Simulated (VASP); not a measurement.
# CeO2 (P1) in VASP: further runs

CeO2 is run at these levels: PBE; tasks: single point.

Program: VASP 6.6.1. These are calculated values, not measurements. Logs are shortened: lines on timing, memory, paths and dates and some standing lists are left out, and cuts for length are marked.

## 1. The cell of the first run

The typed cell holds 3 atoms: a = 3.616 Å, b = 3.616 Å, c = 3.616 Å, α = 60.00°, β = 60.00°, γ = 60.00°.

## 2. Single point, PBE

Input file INCAR:

```
PREC = Accurate ; ENCUT = 600
EDIFF = 1E-6 ; ISMEAR = 0
SIGMA = 0.01 ; LREAL = F
LASPH = T ; NELM = 200
ALGO = Normal ; ISIF = 2
LWAVE = F ; LCHARG = F
GGA = PE ; NBANDS = 19
GGA_COMPAT = F ; LMAXMIX = 6
```

Input file KPOINTS:

```
Automatic mesh
0
Gamma
  1 1 1
  0.5 0.5 0.5
```

Input file POSCAR:

```
CeO2
1.0
    0.0000000000      2.5570381100      2.5570381100
    2.5570381100      0.0000000000      2.5570381100
    2.5570381100      2.5570381100      0.0000000000
Ce O
1 2
Direct
    0.0000000000      0.0000000000      0.0000000000
    0.2650000000      0.2500000000      0.2400000000
    0.7927862700      0.7630869400      0.7679812700
```

Potentials or basis: VASP PAW PBE potentials, release 64 (Ce, O).

Launch:

```sh
$ cat potpaw_PBE.64/Ce/POTCAR potpaw_PBE.64/O/POTCAR > POTCAR
$ mpirun -np 1 vasp_std > vasp.out
```

OUTCAR:

```text
PREC = Accurate
   ENCUT = 600
   EDIFF = 1E-6
   ISMEAR = 0
   LREAL = F
   LASPH = T
   NELM = 200
   ISIF = 2
   GGA = PE

 ion  position               nearest neighbor table
   1  0.000  0.000  0.000-   3 2.00   2 2.17   2 2.21   2 2.23   2 2.24   3 2.26   3 2.28   3 2.35

   2  0.265  0.250  0.240-   1 2.17   1 2.21   1 2.23   1 2.24
   3  0.793  0.763  0.768-   1 2.00   1 2.26   1 2.28   1 2.35

  LATTYP: Found a face centered cubic cell.
 ALAT       =     5.1140762200

  Lattice vectors:

 A1 = (   0.0000000000,   2.5570381100,   2.5570381100)
 A2 = (   2.5570381100,   0.0000000000,   2.5570381100)
 A3 = (   2.5570381100,   2.5570381100,   0.0000000000)

Analysis of symmetry for initial positions (statically):
=====================================================================
 Subroutine PRICEL returns:
 Original cell was already a primitive cell.

 Routine SETGRP: Setting up the symmetry group for a
 face centered cubic supercell.

 Subroutine GETGRP returns: Found  1 space group operations
 (whereof  1 operations were pure point group operations)
 out of a pool of 48 trial point group operations.

The static configuration has the point symmetry C_1 .

Analysis of symmetry for dynamics (positions and initial velocities):
=====================================================================
 Subroutine PRICEL returns:
 Original cell was already a primitive cell.

 Routine SETGRP: Setting up the symmetry group for a
 face centered cubic supercell.

 Subroutine GETGRP returns: Found  1 space group operations
 (whereof  1 operations were pure point group operations)
 out of a pool of 48 trial point group operations.

The dynamic configuration has the point symmetry C_1 .

 Subroutine INISYM returns: Found  1 space group operations
 (whereof  1 operations are pure point group operations),
 and found     1 'primitive' translations

----------------------------------------------------------------------------------------

                                     Primitive cell

  volume of cell :      33.4381

  direct lattice vectors                    reciprocal lattice vectors
     0.000000000  2.557038110  2.557038110    -0.195538736  0.195538736  0.195538736
     2.557038110  0.000000000  2.557038110     0.195538736 -0.195538736  0.195538736
     2.557038110  2.557038110  0.000000000     0.195538736  0.195538736 -0.195538736

  length of vectors
     3.616197975  3.616197975  3.616197975     0.338683026  0.338683026  0.338683026

  position of ions in fractional coordinates (direct lattice)
     0.000000000  0.000000000  0.000000000
     0.265000000  0.250000000  0.240000000
     0.792786270  0.763086940  0.767981270

  ion indices of the primitive-cell ions
   primitive index   ion index
                 1           1
                 2           2
                 3           3

----------------------------------------------------------------------------------------

 KPOINTS: Automatic mesh

Automatic generation of k-mesh.
 Grid dimensions read from file:
 generate k-points for:    1    1    1

 Generating k-lattice:

  Cartesian coordinates                     Fractional coordinates (reciprocal lattice)
    -0.195538736  0.195538736  0.195538736     1.000000000  0.000000000  0.000000000
     0.195538736 -0.195538736  0.195538736     0.000000000  1.000000000  0.000000000
     0.195538736  0.195538736 -0.195538736     0.000000000  0.000000000  1.000000000

  Length of vectors
     0.338683026  0.338683026  0.338683026

  Shift w.r.t. Gamma in fractional coordinates (k-lattice)
     0.500000000  0.500000000  0.500000000

 Subroutine IBZKPT returns following result:
 ===========================================

 Found      4 irreducible k-points:

 Following reciprocal coordinates:
            Coordinates               Weight
  0.500000  0.500000  0.500000      1.000000
  0.500000  0.000000  0.000000      1.000000
  0.000000  0.000000  0.500000      1.000000
  0.000000  0.500000  0.000000      1.000000
   k-points           NKPTS =      4   k-points in BZ     NKDIM =      4   number of bands    NBANDS=     19
   number of dos      NEDOS =    301   number of ions     NIONS =      3
   total plane-waves  NPLWV =  27000
   dimension x,y,z NGX =    30 NGY =   30 NGZ =   30
   dimension x,y,z NGXF=    60 NGYF=   60 NGZF=   60
   ions per type =               1   2
   NGX,Y,Z   is equivalent  to a cutoff of  13.79, 13.79, 13.79 a.u.
   NGXF,Y,Z  is equivalent  to a cutoff of  27.58, 27.58, 27.58 a.u.
 SYSTEM =  unknown system
   PREC   = accura    normal or accurate (medium, high low for compatibility)
   ISTART =      0    job   : 0-new  1-cont  2-samecut
   ICHARG =      2    charge: 1-file 2-atom 10-const
   ISPIN  =      1    spin polarized calculation?
   LNONCOLLINEAR =      F non collinear calculations
   LSORBIT =      F    spin-orbit coupling
   LASPH  =      T    aspherical Exc in radial PAW
   ENCUT  =  600.0 eV  44.10 Ry    6.64 a.u.   7.22  7.22  7.22*2*pi/ulx,y,z
   NELM   =    200;   NELMIN=  2; NELMDL= -5     # of ELM steps
   EDIFF  = 0.1E-05   stopping-criterion for ELM
   LREAL  =      F    real-space projection
   EDIFFG = 0.1E-04   stopping-criterion for IOM
   NSW    =      0    number of steps for IOM
   IBRION =     -1    ionic relax: 0-MD 1-quasi-New 2-CG
   NFREE  =      0    steps in history (QN), initial steepest desc. (CG)
   ISIF   =      2    stress and relaxation
   ISYM   =      2    0-nonsym 1-usesym 2-fastsym
   POTIM  = 0.5000    time-step for ionic-motion
   TEBEG  =    0.0;   TEEND  =   0.0 temperature during run
   PSTRESS=    0.0 pullay stress
   NELECT =      24.0000    total number of electrons
   NUPDOWN=      -1.0000    fix difference up-down
   EMIN   =  10.00;   EMAX   =-10.00  energy-range for DOS
   EFERMI =   0.00;   METHOD = LEGACY
   ISMEAR =     0;   SIGMA  =   0.01  broadening in eV -4-tet -1-fermi 0-gaus
   EFERMI_NEDOS =   21; number of points for ismear=-14 and -15
   IALGO  =     38    algorithm
   IMIX   =      4    mixing-type and parameters
     AMIX     =   0.40;   BMIX     =  1.00
     AMIX_MAG =   1.60;   BMIX_MAG =  1.00
  volume/ion in A,a.u.               =      11.15        75.22
  Fermi-wavevector in a.u.,A,eV,Ry     =   1.465766  2.769897 29.231718  2.148471
  Thomas-Fermi vector in A             =   2.581584
   LORBIT       =      0    0 simple, 1 ext, 2 COOP (PROOUT), +10 PAW based schemes
   GGA     = PE    functional components
   LHFCALC =     F    Hartree Fock is set to
   AEXX    =    0.0000 exact exchange contribution
   IVDW    =     0    specifies the selected vdW correction
   LEPSILON=     F    determine dielectric tensor
   LRPA    =     F    only Hartree local field effects (RPA)
 non-spin polarized calculation
 Gauss-broadening in eV      SIGMA  =   0.01
  energy-cutoff  :      600.00
  volume of cell :       33.44
 maximum number of plane-waves:      1104
 NGX is ok and might be reduce to    30
   NGX = 15   NGY = 15   NGZ = 15

 number of electron      24.0000000 magnetization

 Free energy of the ion-electron system (eV)
  ---------------------------------------------------
  ext. energy  EPLUGINS =         0.00000000
  ---------------------------------------------------
  free energy    TOTEN  =       -24.72247841 eV

  energy without entropy =      -24.72247841  energy(sigma->0) =      -24.72247841

 E-fermi :   7.0476     XC(G=0): -12.2126

 val. band max:        6.9186948904   @ k =   0.5000   0.0000   0.0000
 cond. band min:      10.0712509676   @ k =   0.0000   0.5000   0.0000
 fundamental gap:      3.1525560771
 Fermi energy:         7.0476341131

 k-point     1 :       0.5000    0.5000    0.5000
  band No.  band energies     occupation
      1     -24.3844      2.00000
      2     -13.0863      2.00000
      3      -9.4400      2.00000
      4      -7.1618      2.00000
      5      -7.0977      2.00000
      6      -3.2472      2.00000
      7       3.8255      2.00000
      8       3.9180      2.00000
      9       5.6998      2.00000
     10       5.9898      2.00000
     11       6.0553      2.00000
     12       6.3099      2.00000
     13      10.0743      0.00000
     14      10.4476      0.00000
     15      10.4546      0.00000
     16      10.5582      0.00000
     17      11.2048      0.00000
     18      11.2717      0.00000
     19      11.5205      0.00000

 k-point     2 :       0.5000    0.0000    0.0000
  band No.  band energies     occupation
      1     -24.4566      2.00000
      2     -12.2540      2.00000
      3      -9.7898      2.00000
      4      -7.3343      2.00000
      5      -7.0058      2.00000
      6      -3.9510      2.00000
      7       2.9162      2.00000
      8       3.3670      2.00000
      9       5.7914      2.00000
     10       6.0707      2.00000
     11       6.5729      2.00000
     12       6.9187      2.00000
     13      10.1072      0.00000
     14      10.3593      0.00000
     15      10.3861      0.00000
     16      10.6223      0.00000
     17      11.2076      0.00000
     18      11.2430      0.00000
     19      11.5191      0.00000

 k-point     3 :       0.0000    0.0000    0.5000
  band No.  band energies     occupation
      1     -24.4574      2.00000
      2     -12.2515      2.00000
      3      -9.7927      2.00000
      4      -7.3018      2.00000
      5      -7.0150      2.00000
      6      -3.9806      2.00000
      7       2.9534      2.00000
      8       3.3568      2.00000
      9       5.8000      2.00000
     10       6.0314      2.00000
     11       6.5810      2.00000
     12       6.8687      2.00000
     13      10.0818      0.00000
     14      10.3453      0.00000
     15      10.4004      0.00000
     16      10.6176      0.00000
     17      11.2168      0.00000
     18      11.2275      0.00000
     19      11.5373      0.00000

 k-point     4 :       0.0000    0.5000    0.0000
  band No.  band energies     occupation
      1     -24.4465      2.00000
      2     -12.3801      2.00000
      3      -9.7739      2.00000
      4      -7.2891      2.00000
      5      -6.9904      2.00000
      6      -3.8519      2.00000
      7       3.0351      2.00000
      8       3.4731      2.00000
      9       5.7876      2.00000
     10       6.0437      2.00000
     11       6.4790      2.00000
     12       6.7894      2.00000
     13      10.0713      0.00000
     14      10.3618      0.00000
     15      10.4137      0.00000
     16      10.6071      0.00000
     17      11.1978      0.00000
     18      11.2409      0.00000
     19      11.5518      0.00000

------------------------ aborting loop because EDIFF is reached ----------------------------------------

  FORCE on cell =-STRESS in cart. coord.  units (eV):
  Direction    XX          YY          ZZ          XY          YZ          ZX
  --------------------------------------------------------------------------------------
  -------------------------------------------------------------------------------------
  Total       14.0431589     13.7192673     13.5942088      1.3825397      1.5507203      1.9311653
  in kB      672.8740727    657.3548975    651.3627520     66.2440085     74.3023359     92.5312513
  external PRESSURE =     660.5305741 kB  Pullay stress =       0.0000000 kB

 VOLUME and BASIS-vectors are now :
 -----------------------------------------------------------------------------
  energy-cutoff  :      600.00
  volume of cell :       33.44
      direct lattice vectors                 reciprocal lattice vectors
     0.000000000  2.557038110  2.557038110    -0.195538736  0.195538736  0.195538736
     2.557038110  0.000000000  2.557038110     0.195538736 -0.195538736  0.195538736
     2.557038110  2.557038110  0.000000000     0.195538736  0.195538736 -0.195538736

 POSITION                                       TOTAL-FORCE (eV/Angst)
 -----------------------------------------------------------------------------------
      0.00000      0.00000      0.00000         0.998017      1.505988      1.601039
      1.25295      1.29130      1.31687         0.865796      0.836696      0.422996
      3.91500      3.99094      3.97843        -1.863813     -2.342684     -2.024035
 -----------------------------------------------------------------------------------
    total drift:                               -0.000311      0.000034     -0.000390

  FREE ENERGIE OF THE ION-ELECTRON SYSTEM (eV)
  ---------------------------------------------------
  free  energy   TOTEN  =       -24.7224784062 eV

  energy  without entropy=      -24.7224784062  energy(sigma->0) =      -24.72247841
```

Wall time 29 s (1 thread of Intel Xeon 8259CL, shared host); peak memory 0.17 GiB.

Results:

```yaml
Free_energy: -24.7225 eV
Pressure: 66.1 GPa
Largest_force: 3.614 eV/Å
Band_gap_on_the_k_mesh: 3.15 eV (least direct gap 3.19 eV)
```

Forces on the atoms (eV/Å):
```
Ce   0.998  1.506  1.601
O    0.866  0.837  0.423
O   -1.864 -2.343 -2.024
```

Levels at points of the mesh, in eV from the valence-band top:
| k point | band 8 | band 9 | band 10 | band 11 | band 12 | band 13 | band 14 | band 15 | band 16 | band 17 |
| --- | --- | --- | --- | --- | --- | --- | --- | --- | --- | --- |
| (0.50, 0.50, 0.50) | -3.00 | -1.22 | -0.93 | -0.86 | -0.61 | 3.16 | 3.53 | 3.54 | 3.64 | 4.29 |
| (0.50, 0.00, 0.00) | -3.55 | -1.13 | -0.85 | -0.35 | 0.00 | 3.19 | 3.44 | 3.47 | 3.70 | 4.29 |
| (0.00, 0.00, 0.50) | -3.56 | -1.12 | -0.89 | -0.34 | -0.05 | 3.16 | 3.43 | 3.48 | 3.70 | 4.30 |
| (0.00, 0.50, 0.00) | -3.45 | -1.13 | -0.88 | -0.44 | -0.13 | 3.15 | 3.44 | 3.50 | 3.69 | 4.28 |

Caveat: the k points lie up to 2.13 Å⁻¹ apart; spin-orbit coupling is left out, which moves the levels of the heavy elements; a shifted mesh leaves out Γ, where band edges can lie; forces of over 1 eV/Å act on the atoms, so gaps and moduli don't describe the material at rest. A k mesh can miss the band edges.

## 3. Single point, PBE

This run uses another cell than the first one, of 11.86 Å³/atom.

Input file INCAR:

```
PREC = Accurate ; ENCUT = 600
EDIFF = 1E-6 ; ISMEAR = 0
SIGMA = 0.01 ; LREAL = False
LASPH = True ; NELM = 200
ALGO = Normal ; ISIF = 2
LWAVE = False ; LCHARG = False
GGA = PE ; NBANDS = 19
GGA_COMPAT = False ; LMAXMIX = 6
```

Input file KPOINTS:

```
Automatic mesh
0
Gamma
  2 2 2
```

Input file POSCAR:

```
CeO2
1.0
    0.0000000000      2.6103250000      2.6103250000
    2.6103250000      0.0000000000      2.6103250000
    2.6103250000      2.6103250000      0.0000000000
Ce O
1 2
Direct
    0.0000000000      0.0000000000      0.0000000000
    0.2650000000      0.2500000000      0.2400000000
    0.7927862700      0.7630869400      0.7679812700
```

Potentials or basis: VASP PAW PBE potentials, release 64 (Ce, O).

Launch:

```sh
$ cat potpaw_PBE.64/Ce/POTCAR potpaw_PBE.64/O/POTCAR > POTCAR
$ mpirun -np 1 vasp_std > vasp.out
```

OUTCAR:

```text
PREC = Accurate
   ENCUT = 600
   EDIFF = 1E-6
   ISMEAR = 0
   LREAL = False
   LASPH = True
   NELM = 200
   ISIF = 2
   GGA = PE

 ion  position               nearest neighbor table
   1  0.000  0.000  0.000-   3 2.04   2 2.22   2 2.26   2 2.28   2 2.29   3 2.31   3 2.33   3 2.40

   2  0.265  0.250  0.240-   1 2.22   1 2.26   1 2.28   1 2.29
   3  0.793  0.763  0.768-   1 2.04   1 2.31   1 2.33   1 2.40

  LATTYP: Found a face centered cubic cell.
 ALAT       =     5.2206500000

  Lattice vectors:
[... 349 lines left out ...]

  FORCE on cell =-STRESS in cart. coord.  units (eV):
  Direction    XX          YY          ZZ          XY          YZ          ZX
  --------------------------------------------------------------------------------------
  -------------------------------------------------------------------------------------
  Total        9.1413756      9.0455885      8.8484611      0.9799906      1.0712430      1.3522954
  in kB      411.7260930    407.4118568    398.5332723     44.1386197     48.2486139     60.9071666
  external PRESSURE =     405.8904074 kB  Pullay stress =       0.0000000 kB

 VOLUME and BASIS-vectors are now :
 -----------------------------------------------------------------------------
  energy-cutoff  :      600.00
  volume of cell :       35.57
      direct lattice vectors                 reciprocal lattice vectors
     0.000000000  2.610325000  2.610325000    -0.191547030  0.191547030  0.191547030
     2.610325000  0.000000000  2.610325000     0.191547030 -0.191547030  0.191547030
     2.610325000  2.610325000  0.000000000     0.191547030  0.191547030 -0.191547030

 POSITION                                       TOTAL-FORCE (eV/Angst)
 -----------------------------------------------------------------------------------
      0.00000      0.00000      0.00000         0.826001      1.417490      1.512055
      1.27906      1.31821      1.34432         0.589314      0.445958      0.146363
      3.99659      4.07411      4.06133        -1.415315     -1.863448     -1.658418
 -----------------------------------------------------------------------------------
    total drift:                               -0.000196      0.000481      0.000895

  FREE ENERGIE OF THE ION-ELECTRON SYSTEM (eV)
  ---------------------------------------------------
  free  energy   TOTEN  =       -25.1500190974 eV

  energy  without entropy=      -25.1500190974  energy(sigma->0) =      -25.15001910
```

Wall time 18 s (1 thread of Intel Xeon 8259CL, shared host); peak memory 0.18 GiB.

Results:

| Quantity | Value |
| --- | --- |
| Free energy | -25.1500 eV |
| Pressure | 40.6 GPa |
| Largest force | 2.868 eV/Å |
| Band gap on the k mesh | 2.95 eV (least direct gap 3.01 eV) |

Forces in eV/Å, atoms in the order of the input:
```
Ce   0.826  1.417  1.512
O    0.589  0.446  0.146
O   -1.415 -1.863 -1.658
```

Levels at points of the mesh, in eV from the valence-band top:
| k point | band 9 | band 10 | band 11 | band 12 | band 13 | band 14 | band 15 | band 16 |
| --- | --- | --- | --- | --- | --- | --- | --- | --- |
| (0.00, 0.00, 0.00) | -3.97 | -0.60 | -0.51 | 0.00 | 3.34 | 3.42 | 3.43 | 3.71 |
| (0.50, 0.00, 0.00) | -1.04 | -0.83 | -0.28 | -0.03 | 2.98 | 3.19 | 3.22 | 3.43 |
| (0.00, 0.50, 0.00) | -1.05 | -0.84 | -0.37 | -0.15 | 2.95 | 3.19 | 3.24 | 3.42 |
| (0.00, 0.00, 0.50) | -1.05 | -0.85 | -0.28 | -0.08 | 2.96 | 3.18 | 3.23 | 3.43 |
| (0.50, 0.50, 0.50) | -1.14 | -0.85 | -0.79 | -0.64 | 2.96 | 3.28 | 3.28 | 3.36 |
| (0.50, 0.50, 0.00) | -0.90 | -0.45 | -0.41 | -0.16 | 3.00 | 3.15 | 3.22 | 3.39 |
| (0.00, 0.50, 0.50) | -0.91 | -0.45 | -0.38 | -0.10 | 3.04 | 3.12 | 3.20 | 3.40 |
| (0.50, 0.00, 0.50) | -0.94 | -0.42 | -0.35 | -0.11 | 3.01 | 3.14 | 3.22 | 3.39 |

Caveat: the k points lie up to 1.04 Å⁻¹ apart; spin-orbit coupling is left out, which moves the levels of the heavy elements; forces of over 1 eV/Å act on the atoms, so gaps and moduli don't describe the material at rest. Spin polarisation is off, so any magnetic state and its effect on volume and gap are missing.
